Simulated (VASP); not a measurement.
A run of VASP 6.6.1:

Contents of INCAR:

```
SYSTEM = AlRu4
PREC = Accurate
ENCUT = 600
EDIFF = 1E-6
ISMEAR = 0
SIGMA = 0.2
LREAL = .False.
LASPH = .True.
NELM = 100
ALGO = Normal
ISIF = 3
LWAVE = .False.
LCHARG = .False.
GGA = PE
IBRION = 2
NSW = 36
EDIFFG = -0.08
```

File KPOINTS:

```
Automatic mesh
0
Gamma
  5 5 5
  0 0 0
```

The input POSCAR:

```
AlRu4
1.0
   -2.9660000000      2.9660000000      1.8760000000
    2.9660000000     -2.9660000000      1.8760000000
    2.9660000000      2.9660000000     -1.8760000000
Al Ru
1 4
Direct
    0.0000000000      0.0000000000      0.0000000000
    0.6000000000      0.2000000000      0.8000000000
    0.4000000000      0.8000000000      0.2000000000
    0.8000000000      0.6000000000      0.4000000000
    0.2000000000      0.4000000000      0.6000000000
```

Potentials or basis: VASP PAW PBE potentials, release 64 (Al, Ru_pv).

Run with:

```console
$ cat potpaw_PBE.64/Al/POTCAR potpaw_PBE.64/Ru_pv/POTCAR > POTCAR
$ mpirun -np 1 vasp_std > vasp.out
```

Hardware: 1 thread of Intel(R) Xeon(R) 6975P-C (Granite Rapids), with other jobs on the host.

Question: Estimate the wall time of this run.

Answer: Run time: 2.1 min on 1 thread of Intel(R) Xeon(R) 6975P-C (Granite Rapids), with other jobs on the host, peak memory 0.25 GiB. Counts: scf iterations 54, k points 21, ion steps 6.
